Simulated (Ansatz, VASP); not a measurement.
In in VASP and in Ansatz

INCAR

```
SYSTEM = In
PREC     = Accurate       ! precision mode
ENCUT    = 520            ! plane-wave cutoff, eV
EDIFF    = 1E-7           ! SCF threshold, eV
ISMEAR   = 0              ! smearing method
SIGMA    = 0.15           ! smearing width, eV
LREAL    = .False.        ! projectors in reciprocal space
LASPH    = .True.         ! aspherical terms in the spheres
NELM     = 80             ! most SCF steps
ALGO     = Fast           ! electronic algorithm
ISIF     = 2              ! what is computed and relaxed
LWAVE    = .False.        ! write WAVECAR
LCHARG   = .False.        ! write CHGCAR
GGA      = PS             ! functional
NBANDS   = 12             ! bands
```

File KPOINTS:

```
Automatic mesh
0
Gamma
  20 20 20
  0 0 0
```

The input POSCAR:

```
In
1.0
   -1.9083164619      1.9083164619      1.8319838034
    1.9083164619     -1.9083164619      1.8319838034
    1.9083164619      1.9083164619     -1.8319838034
In
1
Direct
    0.0000000000      0.0000000000      0.0000000000
```

Input for Ansatz:

```yaml
crystal:
  lattice:
    - [-1.9083164619, 1.9083164619, 1.8319838034]
    - [1.9083164619, -1.9083164619, 1.8319838034]
    - [1.9083164619, 1.9083164619, -1.8319838034]
  atoms:
    - { symbol: In, position: [0.0, 0.0, 0.0] }
basis:
  ecutwfc: 420
kpoints:
  mp_grid: { grid: [20, 20, 20] }
hamiltonian:
  xc: pbesol
scf:
  occupations: { method: gaussian, width: 0.15 }
output:
  forces: true
  stress: true
  eigenvalues: true
```

Alike in both runs: task single point; functional PBEsol; k mesh 20 × 20 × 20; occupations gaussian, width 0.15 eV; no spin polarisation.

|  | VASP | Ansatz |
| --- | --- | --- |
| version | VASP 6.6.1 | Ansatz 0.2.0 |
| potentials or method | VASP PAW PBE potentials, release 64 (In_d), cutoff 520 eV | scalar-relativistic, plane waves, PAW |
| valence electrons in the cell | 13 | 13 |

|  | VASP | Ansatz | Ansatz less VASP |
| --- | --- | --- | --- |
| gap on the k mesh at the Fermi level (eV) | none | none | - |
| pressure (GPa) | -1.3 | -1.3 | 0.00 |

VASP's potentials were made for PBE, not for PBEsol. A gap of «none» marks a metal or a gap that the smearing closes. The functional is the same, so the differences come from potentials, cutoffs and numerics.
